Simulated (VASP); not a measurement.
Input of a VASP 6.6.1 run:

The input INCAR:

```
PREC = Accurate
ENCUT = 520
EDIFF = 1E-6
ISMEAR = -1
SIGMA = 0.05
LREAL = False
LASPH = True
NELM = 60
ALGO = Normal
ISIF = 2
LWAVE = False
LCHARG = True
GGA = PS
LELF = True
LVHAR = True
NBANDS = 14
```

The input KPOINTS:

```
regular mesh
0
Gamma
  8 8 8
```

POSCAR

```
TiAl
1.0
    3.0804534370      0.0000000000      0.0000000000
    0.0000000000      3.0804534370      0.0000000000
    0.0000000000      0.0000000000      3.0804534370
Ti Al
1 1
Direct
    0.0000000000      0.0000000000      0.0000000000
    0.5000000000      0.5000000000      0.5000000000
```

Potentials or basis: VASP PAW PBE potentials, release 64 (Ti_sv, Al).

Command:

```sh
$ cat potpaw_PBE.64/Ti_sv/POTCAR potpaw_PBE.64/Al/POTCAR > POTCAR
$ mpirun -np 1 vasp_std > vasp.out
```

Task: Estimate the pressure.

Result: 10.1 GPa.

Caveat: the PAW data sets were made with another functional, which shifts forces and pressure a little.
